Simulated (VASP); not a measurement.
InSb2:

```
In Sb
1.0
     0.00000    3.45205    3.45205
     3.45205    0.00000    3.45205
     3.45205    3.45205    0.00000
In Sb
1 2
Cartesian
  0.0000 0.0000 0.0000
  1.7260 1.7260 1.7260
  5.1781 5.1781 5.1781
```

* Program: VASP 6.6.1
* Task: relaxation of cell and atoms
* Functional: PBE
* Potentials or basis: VASP PAW PBE potentials, release 64 (In_d, Sb)
* Cutoff: 600 eV
* k mesh: 4 × 4 × 4
* Occupations: gaussian, width 0.1 eV
* Spin: no spin polarisation

At the start: pressure 9.1 GPa; volume 27.42 Å³/atom.

Problem. Where does the relaxation end?

Solution. Over 3 steps the energy falls by 107.5 meV/atom and the volume is 31.68 Å³/atom (+15.5 %); space group Fm-3m (No. 225, to 0.05 Å).

Step by step:
| step | energy change (eV) | largest force (eV/Å) | pressure (GPa) | volume (Å³) |
| --- | --- | --- | --- | --- |
| 1 | 0.0000 | 0.0000 | 9.12 | 82.27 |
| 2 | -0.2512 | 0.0000 | -2.91 | 102.30 |
| 3 | -0.3226 | 0.0000 | -0.01 | 95.03 |

Final structure:
```
CELL_PARAMETERS angstrom
0.00000 3.62194 3.62194
3.62194 0.00000 3.62194
3.62194 3.62194 0.00000
ATOMIC_POSITIONS crystal
In 0.00000 0.00000 0.00000
Sb 0.25000 0.25000 0.25000
Sb 0.75000 0.75000 0.75000
```

Caveat: the k points lie up to 0.38 Å⁻¹ apart in the final cell; the volume moved by over 15 % at a fixed basis, so the end points are rough.
